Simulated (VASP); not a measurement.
Runs of VASP 6.6.1 on Zn. The structure is that of space group P6_3/mmc (No. 194), or close to it. The cells are those of the table. 

```tsv
task	cell	cutoff (eV)	smearing	gap on the mesh (eV)	pressure (GPa)	relaxed volume (Å³/atom)
relaxation of cell and atoms	relaxed from a = 2.614, b = 2.614, c = 4.873 Å, angles 90.0, 90.0, 120.0°, 2 atoms	600	gaussian 0.1 eV	none	0.0	13.76
single point	a = 2.550, b = 2.550, c = 4.865 Å, angles 90.0, 90.0, 120.0°, 2 atoms	520	fermi-dirac 0.15 eV	none	0.7	-
relaxation of cell and atoms	relaxed from a = 2.549, b = 2.549, c = 4.862 Å, angles 90.0, 90.0, 120.0°, 2 atoms	600	fermi-dirac 0.15 eV	none	0.0	(a)
single point	a = 2.549, b = 2.549, c = 4.862 Å, angles 90.0, 90.0, 120.0°, 2 atoms	520	gaussian 0.1 eV	none	0.8	-
```

Alike in all rows: level LDA; potentials or basis VASP PAW LDA potentials, release 64 (Zn); no spin polarisation; k mesh 15 × 15 × 8.

Problem. Fill in the values left out.

Solution. (a) 13.78.

A gap of «none» marks levels without a gap at the run's occupations.
